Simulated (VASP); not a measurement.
# CdTe5 (P6/mmm) in VASP: a series of runs

CdTe5 is run at these levels: PBE; tasks: single point, relaxation of cell and atoms.

All numbers are computed with VASP 6.6.1; they aren't measurements. Logs are shortened: lines on timing, memory, paths and dates and some standing lists are left out, and cuts for length are marked.

### Step 1. The cell of the first run

Symmetry: P6/mmm, No. 191, hexagonal system. Conventional cell: a = 6.150 Å, b = 6.150 Å, c = 6.580 Å, α = 90.00°, β = 90.00°, γ = 120.00°. Within 4.0 Å of Cd (site symmetry 6/mmm) lie 6 Te at 3.08 Å. Within 4.0 Å of Te (site symmetry mmm) lie 2 Cd at 3.08 Å and 8 Te at 3.08 to 3.74 Å. Within 4.7 Å of Te (site symmetry -6m2) lie 9 Te at 3.55 to 3.74 Å.

### Step 2. Single point, PBE

Input file INCAR:

```
SYSTEM = CdTe5
PREC = Accurate ; ENCUT = 520
EDIFF = 1E-7 ; ISMEAR = 0
SIGMA = 0.1 ; LREAL = .FALSE.
LASPH = .TRUE. ; NELM = 80
ALGO = Normal ; ISIF = 2
LWAVE = .FALSE. ; LCHARG = .FALSE.
GGA = PE ; NBANDS = 30
```

Input file KPOINTS:

```
regular mesh
0
G
  3 3 4
  0 0 0
```

Input file POSCAR:

```
CdTe5
1.0
    6.1502134500      0.0000000000      0.0000000000
   -3.0751067300      5.3262410900      0.0000000000
    0.0000000000      0.0000000000      6.5802128600
Cd Te
1 5
Direct
    0.0000000000      0.0000000000      0.5000000000
    0.5000000000      0.0000000000      0.5000000000
    0.0000000000      0.5000000000      0.5000000000
    0.5000000000      0.5000000000      0.5000000000
    0.3333333300      0.6666666700      0.0000000000
    0.6666666700      0.3333333300      0.0000000000
```

Potentials or basis: VASP PAW PBE potentials, release 64 (Cd, Te).

Run with:

```
$ cat potpaw_PBE.64/Cd/POTCAR potpaw_PBE.64/Te/POTCAR > POTCAR
$ mpirun -np 1 vasp_std > vasp.out
```

OUTCAR:

```text
SYSTEM = CdTe5
   PREC = Accurate
   ENCUT = 520
   EDIFF = 1E-7
   ISMEAR = 0
   LREAL = .FALSE.
   LASPH = .TRUE.
   NELM = 80
   ISIF = 2
   GGA = PE

 ion  position               nearest neighbor table
   1  0.000  0.000  0.500-   2 3.08   2 3.08   4 3.08   4 3.08   3 3.08   3 3.08
   2  0.500  0.000  0.500-   1 3.08   1 3.08   3 3.08   3 3.08   4 3.08   4 3.08
   3  0.000  0.500  0.500-   4 3.08   4 3.08   2 3.08   2 3.08   1 3.08   1 3.08
   4  0.500  0.500  0.500-   3 3.08   3 3.08   1 3.08   1 3.08   2 3.08   2 3.08
   5  0.333  0.667  0.000-   6 3.55   6 3.55   6 3.55
   6  0.667  0.333  0.000-   5 3.55   5 3.55   5 3.55

  LATTYP: Found a hexagonal cell.
 ALAT       =     6.1502134500
 C/A-ratio  =     1.0699161766

  Lattice vectors:

 A1 = (   6.1502134500,   0.0000000000,   0.0000000000)
 A2 = (  -3.0751067300,   5.3262410900,   0.0000000000)
 A3 = (   0.0000000000,   0.0000000000,   6.5802128600)

Analysis of symmetry for initial positions (statically):
=====================================================================
 Subroutine PRICEL returns:
 Original cell was already a primitive cell.

 Routine SETGRP: Setting up the symmetry group for a
 hexagonal supercell.

 Subroutine GETGRP returns: Found 24 space group operations
 (whereof 24 operations were pure point group operations)
 out of a pool of 24 trial point group operations.

The static configuration has the point symmetry D_6h.

Analysis of symmetry for dynamics (positions and initial velocities):
=====================================================================
 Subroutine PRICEL returns:
 Original cell was already a primitive cell.

 Routine SETGRP: Setting up the symmetry group for a
 hexagonal supercell.

 Subroutine GETGRP returns: Found 24 space group operations
 (whereof 24 operations were pure point group operations)
 out of a pool of 24 trial point group operations.

The dynamic configuration has the point symmetry D_6h.

 Subroutine INISYM returns: Found 24 space group operations
 (whereof 24 operations are pure point group operations),
 and found     1 'primitive' translations

----------------------------------------------------------------------------------------

                                     Primitive cell

  volume of cell :     215.5515

  direct lattice vectors                    reciprocal lattice vectors
     6.150213450  0.000000000  0.000000000     0.162595983  0.093874834  0.000000000
    -3.075106730  5.326241090  0.000000000     0.000000000  0.187749669  0.000000000
     0.000000000  0.000000000  6.580212860     0.000000000  0.000000000  0.151970768

  length of vectors
     6.150213450  6.150213456  6.580212860     0.187749669  0.187749669  0.151970768

  position of ions in fractional coordinates (direct lattice)
     0.000000000  0.000000000  0.500000000
     0.500000000  0.000000000  0.500000000
     1.000000000  0.500000000  0.500000000
     0.500000000  0.500000000  0.500000000
     0.333333330  0.666666670  0.000000000
     0.666666670  0.333333330  0.000000000

  ion indices of the primitive-cell ions
   primitive index   ion index
                 1           1
                 2           2
                 3           3
                 4           4
                 5           5
                 6           6

----------------------------------------------------------------------------------------

 KPOINTS: regular mesh

Automatic generation of k-mesh.
 Grid dimensions read from file:
 generate k-points for:    3    3    4

 Generating k-lattice:

  Cartesian coordinates                     Fractional coordinates (reciprocal lattice)
     0.054198661  0.031291611  0.000000000     0.333333333 -0.000000000  0.000000000
     0.000000000  0.062583223  0.000000000     0.000000000  0.333333333  0.000000000
     0.000000000  0.000000000  0.037992692     0.000000000  0.000000000  0.250000000

  Length of vectors
     0.062583223  0.062583223  0.037992692

  Shift w.r.t. Gamma in fractional coordinates (k-lattice)
     0.000000000  0.000000000  0.000000000

 Subroutine IBZKPT returns following result:
 ===========================================

 Found      9 irreducible k-points:

 Following reciprocal coordinates:
            Coordinates               Weight
  0.000000  0.000000  0.000000      1.000000
  0.333333 -0.000000  0.000000      6.000000
  0.333333  0.333333  0.000000      2.000000
  0.000000  0.000000  0.250000      2.000000
  0.333333 -0.000000  0.250000     12.000000
  0.333333  0.333333  0.250000      4.000000
  0.000000  0.000000  0.500000      1.000000
  0.333333 -0.000000  0.500000      6.000000
  0.333333  0.333333  0.500000      2.000000
   k-points           NKPTS =      9   k-points in BZ     NKDIM =      9   number of bands    NBANDS=     30
   number of dos      NEDOS =    301   number of ions     NIONS =      6
   total plane-waves  NPLWV = 115200
   dimension x,y,z NGX =    48 NGY =   48 NGZ =   50
   dimension x,y,z NGXF=    96 NGYF=   96 NGZF=  100
   ions per type =               1   5
   NGX,Y,Z   is equivalent  to a cutoff of  12.97, 12.97, 12.63 a.u.
   NGXF,Y,Z  is equivalent  to a cutoff of  25.95, 25.95, 25.26 a.u.
 SYSTEM =  CdTe5
   PREC   = accura    normal or accurate (medium, high low for compatibility)
   ISTART =      0    job   : 0-new  1-cont  2-samecut
   ICHARG =      2    charge: 1-file 2-atom 10-const
   ISPIN  =      1    spin polarized calculation?
   LNONCOLLINEAR =      F non collinear calculations
   LSORBIT =      F    spin-orbit coupling
   LASPH  =      T    aspherical Exc in radial PAW
   ENCUT  =  520.0 eV  38.22 Ry    6.18 a.u.  11.44 11.44 12.23*2*pi/ulx,y,z
   NELM   =     80;   NELMIN=  2; NELMDL= -5     # of ELM steps
   EDIFF  = 0.1E-06   stopping-criterion for ELM
   LREAL  =      F    real-space projection
   EDIFFG = 0.1E-05   stopping-criterion for IOM
   NSW    =      0    number of steps for IOM
   IBRION =     -1    ionic relax: 0-MD 1-quasi-New 2-CG
   NFREE  =      0    steps in history (QN), initial steepest desc. (CG)
   ISIF   =      2    stress and relaxation
   ISYM   =      2    0-nonsym 1-usesym 2-fastsym
   POTIM  = 0.5000    time-step for ionic-motion
   TEBEG  =    0.0;   TEEND  =   0.0 temperature during run
   PSTRESS=    0.0 pullay stress
   NELECT =      42.0000    total number of electrons
   NUPDOWN=      -1.0000    fix difference up-down
   EMIN   =  10.00;   EMAX   =-10.00  energy-range for DOS
   EFERMI =   0.00;   METHOD = LEGACY
   ISMEAR =     0;   SIGMA  =   0.10  broadening in eV -4-tet -1-fermi 0-gaus
   EFERMI_NEDOS =   21; number of points for ismear=-14 and -15
   IALGO  =     38    algorithm
   IMIX   =      4    mixing-type and parameters
     AMIX     =   0.40;   BMIX     =  1.00
     AMIX_MAG =   1.60;   BMIX_MAG =  1.00
  volume/ion in A,a.u.               =      35.93       242.44
  Fermi-wavevector in a.u.,A,eV,Ry     =   0.949090  1.793521 12.255757  0.900773
  Thomas-Fermi vector in A             =   2.077341
   LORBIT       =      0    0 simple, 1 ext, 2 COOP (PROOUT), +10 PAW based schemes
   GGA     = PE    functional components
   LHFCALC =     F    Hartree Fock is set to
   AEXX    =    0.0000 exact exchange contribution
   IVDW    =     0    specifies the selected vdW correction
   LEPSILON=     F    determine dielectric tensor
   LRPA    =     F    only Hartree local field effects (RPA)
 non-spin polarized calculation
 Gauss-broadening in eV      SIGMA  =   0.10
  energy-cutoff  :      520.00
  volume of cell :      215.55
 maximum number of plane-waves:      5838
 NGX is ok and might be reduce to    48
   NGX = 23   NGY = 23   NGZ = 25

 number of electron      42.0000008 magnetization

 Free energy of the ion-electron system (eV)
  ---------------------------------------------------
  ext. energy  EPLUGINS =         0.00000000
  ---------------------------------------------------
  free energy    TOTEN  =       -12.33937500 eV

  energy without entropy =      -12.29768292  energy(sigma->0) =      -12.31852896

 E-fermi :   4.1641     XC(G=0):  -8.6362

 val. band max:        4.1543643744   @ k =   0.3333   0.3333   0.5000
 cond. band min:       4.2228324818   @ k =   0.0000   0.0000   0.0000
 fundamental gap:      0.0684681074
 Fermi energy:         4.1641098157

 k-point     1 :       0.0000    0.0000    0.0000
  band No.  band energies     occupation
      1      -9.0937      2.00000
      2      -6.6276      2.00000
      3      -5.9808      2.00000
      4      -5.9808      2.00000
      5      -5.5025      2.00000
      6      -4.4141      2.00000
[... 22 lines left out ...]
     29       9.0686      0.00000
     30       9.0686      0.00000

 k-point     2 :       0.3333   -0.0000    0.0000
  band No.  band energies     occupation
      1      -8.6301      2.00000
      2      -7.0997      2.00000
      3      -6.3747      2.00000
      4      -5.8852      2.00000
      5      -5.6470      2.00000
      6      -4.5440      2.00000
[... 22 lines left out ...]
     29      10.0267      0.00000
     30      10.0482      0.00000

 k-point     3 :       0.3333    0.3333    0.0000
  band No.  band energies     occupation
      1      -7.9170      2.00000
      2      -7.9170      2.00000
      3      -6.1516      2.00000
      4      -6.0056      2.00000
      5      -6.0056      2.00000
      6      -4.5435      2.00000
[... 22 lines left out ...]
     29       8.7972      0.00000
     30       9.1702      0.00000

 k-point     4 :       0.0000    0.0000    0.2500
  band No.  band energies     occupation
      1      -9.0478      2.00000
      2      -6.7694      2.00000
      3      -5.9754      2.00000
      4      -5.9754      2.00000
      5      -5.4741      2.00000
      6      -4.4143      2.00000
[... 121 lines left out ...]
     29      10.1556      0.00000
     30      10.1556      0.00000

 k-point     8 :       0.3333   -0.0000    0.5000
  band No.  band energies     occupation
      1      -8.5245      2.00000
      2      -6.9854      2.00000
      3      -6.6553      2.00000
      4      -5.8713      2.00000
      5      -5.8271      2.00000
      6      -4.5481      2.00000
[... 22 lines left out ...]
     29       9.9766      0.00000
     30      10.1009      0.00000

 k-point     9 :       0.3333    0.3333    0.5000
  band No.  band energies     occupation
      1      -7.7968      2.00000
      2      -7.7968      2.00000
      3      -6.2717      2.00000
      4      -6.2717      2.00000
      5      -6.1378      2.00000
      6      -4.5448      2.00000
[... 22 lines left out ...]
     29       8.8523      0.00000
     30       9.5570      0.00000

------------------------ aborting loop because EDIFF is reached ----------------------------------------

  FORCE on cell =-STRESS in cart. coord.  units (eV):
  Direction    XX          YY          ZZ          XY          YZ          ZX
  --------------------------------------------------------------------------------------
  -------------------------------------------------------------------------------------
  Total        7.8610203      7.8610203     -5.0594232     -0.0000000     -0.0000000      0.0000000
  in kB       58.4303578     58.4303579    -37.6063031     -0.0000001     -0.0000000      0.0000000
  external PRESSURE =      26.4181376 kB  Pullay stress =       0.0000000 kB

 VOLUME and BASIS-vectors are now :
 -----------------------------------------------------------------------------
  energy-cutoff  :      520.00
  volume of cell :      215.55
      direct lattice vectors                 reciprocal lattice vectors
     6.150213450  0.000000000  0.000000000     0.162595983  0.093874834  0.000000000
    -3.075106730  5.326241090  0.000000000     0.000000000  0.187749669  0.000000000
     0.000000000  0.000000000  6.580212860     0.000000000  0.000000000  0.151970768

 POSITION                                       TOTAL-FORCE (eV/Angst)
 -----------------------------------------------------------------------------------
      0.00000      0.00000      3.29011        -0.000000      0.000000      0.000000
      3.07511      0.00000      3.29011        -0.000000      0.000000      0.000000
     -1.53755      2.66312      3.29011        -0.000000      0.000000      0.000000
      1.53755      2.66312      3.29011        -0.000000      0.000000      0.000000
     -0.00000      3.55083      0.00000        -0.000000      0.000000      0.000000
      3.07511      1.77541      0.00000         0.000000     -0.000000     -0.000000
 -----------------------------------------------------------------------------------
    total drift:                               -0.000000      0.000000     -0.000000

  FREE ENERGIE OF THE ION-ELECTRON SYSTEM (eV)
  ---------------------------------------------------
  free  energy   TOTEN  =       -12.3393750050 eV

  energy  without entropy=      -12.2976829164  energy(sigma->0) =      -12.31852896
```

Wall time 78 s (1 thread of Intel Xeon 6975P-C, shared host); peak memory 0.34 GiB.

What came out:

```
Free energy            : -12.3394 eV
Pressure               : 2.6 GPa
Band gap on the k mesh : zero (band 21 reaches 4.26 eV, above the bottom of band 22 at 4.11 eV)
```

Stress tensor (GPa, compression positive):
```
 5.84  0.00  0.00
 0.00  5.84  0.00
 0.00  0.00 -3.76
```

Levels at points of the mesh, in eV from the Fermi level:
```csv
k point,band 19,band 20,band 21,band 22,band 23,band 24
"(0.00, 0.00, 0.00)",-0.84,-0.84,0.06,0.06,0.89,2.04
"(0.00, 0.00, 0.50)",-0.17,-0.17,-0.15,0.39,0.39,2.05
```

Caveat: the k points lie up to 0.39 Å⁻¹ apart; spin-orbit coupling is left out, which moves the levels of the heavy elements.

### Step 3. Single point, PBE

This run uses another cell than the first one, of 38.63 Å³/atom, 1.075 times its volume.

Input file INCAR:

```
ALGO = Normal ; EDIFF = 1E-6
ENCUT = 520 ; GGA = PE
ISIF = 2 ; ISMEAR = 0
LASPH = T ; LCHARG = T
LELF = T ; LREAL = F
LVHAR = T ; LWAVE = F
NBANDS = 30 ; NELM = 80
PREC = Accurate ; SIGMA = 0.1
```

Input file KPOINTS:

```
k-points
0
Gamma
  6 6 10
```

Input file POSCAR:

```
CdTe5
1.0
    8.0844463947      0.0000000000      0.0000000000
   -4.0422231973      7.0013359533      0.0000000000
    0.0000000000      0.0000000000      4.0945745237
Cd Te
1 5
Direct
    0.0000000000      0.0000000000      0.5000000000
    0.5000000000      0.0000000000      0.5000000000
    0.0000000000      0.5000000000      0.5000000000
    0.5000000000      0.5000000000      0.5000000000
    0.3333333333      0.6666666667      0.0000000000
    0.6666666667      0.3333333333      0.0000000000
```

Potentials or basis: VASP PAW PBE potentials, release 64 (Cd, Te).

Run with:

```
$ cat potpaw_PBE.64/Cd/POTCAR potpaw_PBE.64/Te/POTCAR > POTCAR
$ mpirun -np 1 vasp_std > vasp.out
```

It took 4 min on 1 thread of Intel Xeon 6975P-C, shared host; peak memory 0.48 GiB.

It converged, with:

```yaml
Free_energy: -15.0315 eV
Pressure: 0.0 GPa
Band_gap_on_the_k_mesh: zero (band 21 reaches 4.57 eV, above the bottom of band 22 at 2.82 eV)
```

Stress tensor (GPa, compression positive):
```
 0.02  0.00  0.00
 0.00  0.02  0.00
 0.00  0.00 -0.08
```

Levels at points of the mesh, in eV from the Fermi level:
```
           k point  band 18  band 19  band 20  band 21  band 22  band 23  band 24  band 25
(0.00, 0.00, 0.00)    -1.23    -1.19    -1.19    -0.79    -0.79    -0.48     2.57     2.57
(0.50, 0.00, 0.00)    -0.88    -0.80    -0.55    -0.29     0.67     0.89     1.37     1.76
(0.00, 0.00, 0.50)    -1.64    -1.17    -0.57    -0.57    -0.55    -0.05     2.18     2.27
(0.50, 0.00, 0.50)    -1.74    -1.37    -0.28     0.28     0.54     0.97     1.29     1.81
```

Caveat: spin-orbit coupling is left out, which moves the levels of the heavy elements.

### Step 4. Relaxation of cell and atoms, PBE

This run uses another cell than the first one, of 38.52 Å³/atom, 1.072 times its volume.

Input file INCAR:

```
SYSTEM = CdTe5
ALGO = Normal
EDIFF = 1E-6
EDIFFG = -0.01
ENCUT = 600
GGA = PE
IBRION = 2
ISIF = 3
ISMEAR = 0
LASPH = .True.
LCHARG = .False.
LREAL = .False.
LWAVE = .False.
NELM = 100
NSW = 100
PREC = Accurate
SIGMA = 0.1
```

Input file KPOINTS:

```
k-points
0
Gamma
  6 6 10
  0 0 0
```

Changes to POSCAR since step 3:

```diff
@@ -2,5 +2,5 @@
 1.0
-    8.0844463947      0.0000000000      0.0000000000
-   -4.0422231973      7.0013359533      0.0000000000
-    0.0000000000      0.0000000000      4.0945745237
+    8.0727002544      0.0000000000      0.0000000000
+   -4.0363501272      6.9911634974      0.0000000000
+    0.0000000000      0.0000000000      4.0948275734
 Cd Te
```

Run with:

```
$ cat potpaw_PBE.64/Cd/POTCAR potpaw_PBE.64/Te/POTCAR > POTCAR
$ mpirun -np 1 vasp_std > vasp.out
```

Wall time 12 min (1 thread of Intel Xeon 6975P-C, shared host); peak memory 0.59 GiB.

Results (log left out):

* Free energy: -15.0314 eV
* Relaxed volume: 38.67 Å³/atom
* Relaxed cell: a = 8.106 Å, b = 8.106 Å, c = 4.077 Å, α = 90.00°, β = 90.00°, γ = 120.00°
* Space group after relaxing (to 0.05 Å): P6/mmm (No. 191)
* Energy gained by relaxing: 0.1 meV/atom
* Ionic steps: 5
* Pressure after relaxing: 0.0 GPa
* Band gap on the k mesh: zero (band 21 reaches 4.56 eV, above the bottom of band 22 at 2.85 eV)

The path:
```csv
step,energy change (eV),largest force (eV/Å),pressure (GPa),volume (Å³)
1,0.0000,0.0000,0.06,231.10
2,-0.0002,0.0000,0.00,231.58
3,-0.0002,0.0000,-0.04,231.88
4,-0.0004,0.0000,-0.03,231.92
5,-0.0005,0.0000,0.00,232.01
```

Final structure:
```
Cd Te
1.0
     8.10630    0.00000    0.00000
    -4.05315    7.02026    0.00000
     0.00000    0.00000    4.07687
Cd Te
1 5
Direct
  0.00000 0.00000 0.50000
  0.50000 0.00000 0.50000
  0.00000 0.50000 0.50000
  0.50000 0.50000 0.50000
  0.33333 0.66667 0.00000
  0.66667 0.33333 0.00000
```

Levels at points of the mesh, in eV from the Fermi level:
```csv
k point,band 19,band 20,band 21,band 22,band 23,band 24
"(0.00, 0.00, 0.00)",-1.18,-1.18,-0.76,-0.76,-0.50,2.61
"(0.50, 0.00, 0.00)",-0.76,-0.55,-0.27,0.70,0.93,1.39
"(0.00, 0.00, 0.50)",-1.19,-0.58,-0.58,-0.53,-0.05,2.17
"(0.50, 0.00, 0.50)",-1.35,-0.29,0.28,0.52,0.97,1.27
```

Caveat: spin-orbit coupling is left out, which moves the levels of the heavy elements.

### Step 5. The runs side by side

```tsv
task	cell	k mesh	cutoff (eV)	gap on the mesh (eV)	pressure (GPa)
single point	a = 6.150, b = 6.150, c = 6.580 Å, angles 90.0, 90.0, 120.0°, 6 atoms	3 × 3 × 4	520	none	2.6
single point	a = 8.084, b = 8.084, c = 4.095 Å, angles 90.0, 90.0, 120.0°, 6 atoms	6 × 6 × 10	520	none	0.0
relaxation of cell and atoms	relaxed from a = 8.073, b = 8.073, c = 4.095 Å, angles 90.0, 90.0, 120.0°, 6 atoms	6 × 6 × 10	600	none	0.0
```

Alike in all rows: level PBE; potentials or basis VASP PAW PBE potentials, release 64 (Cd, Te); no spin polarisation; smearing gaussian 0.1 eV.

Caveats: some runs use coarse meshes; spin-orbit coupling is left out, which moves the levels of the heavy elements.

Total energies depend on the potentials used, so only differences within one code and one set of settings carry meaning.
